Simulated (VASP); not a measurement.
Wanted: the native input for a VASP 6.6.1 run.

* Task: relaxation of cell and atoms
* Functional: PBEsol
* Potentials or basis: VASP PAW PBE potentials, release 64 (K_sv, Sr_sv)
* Cutoff: 600 eV
* k mesh: 4 × 4 × 4
* Occupations: fermi-dirac, width 0.02 eV
* Spin: no spin polarisation
* Dipole correction: no
* Further INCAR settings: ALGO = Normal; EDIFF = 1e-06; IBRION = 2; EDIFFG = -0.02; NSW = 80; ISIF = 3

The structure of K3Sr lies in POSCAR:

```
K3Sr
1.0
    0.0000000000      5.1658560000      5.1658560000
    5.1658560000      0.0000000000      5.1658560000
    5.1658560000      5.1658560000      0.0000000000
K Sr
3 1
Direct
    0.2500000000      0.2500000000      0.2500000000
    0.7500000000      0.7500000000      0.7500000000
    0.5000000000      0.5000000000      0.5000000000
    0.0000000000      0.0000000000      0.0000000000
```

These files were run (other wordings do the same):

INCAR

```
SYSTEM = K3Sr
  ALGO = Normal
  EDIFF = 1E-6
  EDIFFG = -0.02
  ENCUT = 600
  GGA = PS
  IBRION = 2
  ISIF = 3
  ISMEAR = -1
  LASPH = .TRUE.
  LCHARG = .FALSE.
  LREAL = .FALSE.
  LWAVE = .FALSE.
  NELM = 60
  NSW = 80
  PREC = Accurate
  SIGMA = 0.02
```

KPOINTS

```
k-points
0
G
  4 4 4
  0 0 0
```

Potentials or basis: VASP PAW PBE potentials, release 64 (K_sv, Sr_sv).

Run with:

```console
$ cat potpaw_PBE.64/K_sv/POTCAR potpaw_PBE.64/Sr_sv/POTCAR > POTCAR
$ mpirun -np 1 vasp_std > vasp.out
```

It gave:

The relaxed volume is 65.73 Å³/atom. The relaxed cell is a = 7.191 Å, b = 7.191 Å, c = 7.191 Å, α = 60.00°, β = 60.00°, γ = 60.00°, the space group after relaxing (to 0.05 Å) is Fm-3m (No. 225) and the energy gained by relaxing is 1.9 meV/atom. The ionic steps are 3. The pressure after relaxing is 0.0 GPa.

Caveat: the PAW data sets were made with another functional, which shifts forces and pressure a little.

It took 2 min on 1 thread of AMD EPYC 7R13 Processor (Zen 3) (shared host), peak memory 0.5 GiB.
